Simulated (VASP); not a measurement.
## BN (Qingsongite): single point with PBEsol

BN (Qingsongite):

```xyz
2
Lattice="0.0217 1.8250 1.7967 1.8472 0.0250 1.7934 1.8398 1.8143 0.0323" Properties=species:S:1:pos:R:3 pbc="T T T"
B     3.5592    1.8654    1.8298
N     0.9612    0.8729    0.9532
```

* Program: VASP 6.6.1
* Task: single point
* Functional: PBEsol
* Potentials or basis: VASP PAW PBE potentials, release 64 (B, N)
* Cutoff: 520 eV
* k mesh: 6 × 6 × 6
* Occupations: gaussian, width 0.01 eV
* Spin: no spin polarisation
* Dipole correction: no
* Further INCAR settings: ALGO = Normal; EDIFF = 1e-07; NBANDS = 11

The pressure is 11.7 GPa, the largest force is 5.276 eV/Å and the band gap on the k mesh is 2.62 eV, indirect (least direct gap 6.66 eV).

Forces on the atoms (eV/Å):
```
B    4.053 -2.573  2.188
N   -4.053  2.573 -2.188
```

Stress tensor (GPa, compression positive):
```
  1.57 -12.13   2.69
-12.13  11.98 -16.96
  2.69 -16.96  21.62
```

Levels at points of the mesh, in eV from the valence-band top:
| k point | band 2 | band 3 | band 4 | band 5 | band 6 | band 7 |
| --- | --- | --- | --- | --- | --- | --- |
| (0.00, 0.00, 0.00) | -2.97 | -0.72 | 0.00 | 6.65 | 7.15 | 9.13 |
| (0.50, 0.00, 0.00) | -11.61 | -4.25 | -2.17 | 6.39 | 9.14 | 12.30 |
| (0.00, 0.50, 0.00) | -12.20 | -3.51 | -2.11 | 8.65 | 9.13 | 11.52 |
| (0.50, 0.50, 0.00) | -10.00 | -6.03 | -5.96 | 2.62 | 7.02 | 16.66 |
| (0.00, 0.00, 0.50) | -11.91 | -4.33 | -1.63 | 7.23 | 8.11 | 12.63 |
| (0.50, 0.00, 0.50) | -10.23 | -6.10 | -5.50 | 2.83 | 7.51 | 16.72 |
| (0.00, 0.50, 0.50) | -10.26 | -6.39 | -5.47 | 3.51 | 8.27 | 15.77 |
| (0.50, 0.50, 0.50) | -11.71 | -4.24 | -1.72 | 6.67 | 9.79 | 12.30 |

Wall time 13 s on 1 thread of Intel(R) Xeon(R) Platinum 8259CL CPU @ 2.50GHz (Skylake/Cascade Lake), with other jobs on the host, peak memory 0.12 GiB.

Caveat: the k points lie up to 0.51 Å⁻¹ apart; the PAW data sets were made with another functional, which shifts forces and pressure a little. A hybrid or GW would open this gap; PBEsol tends to underestimate it.
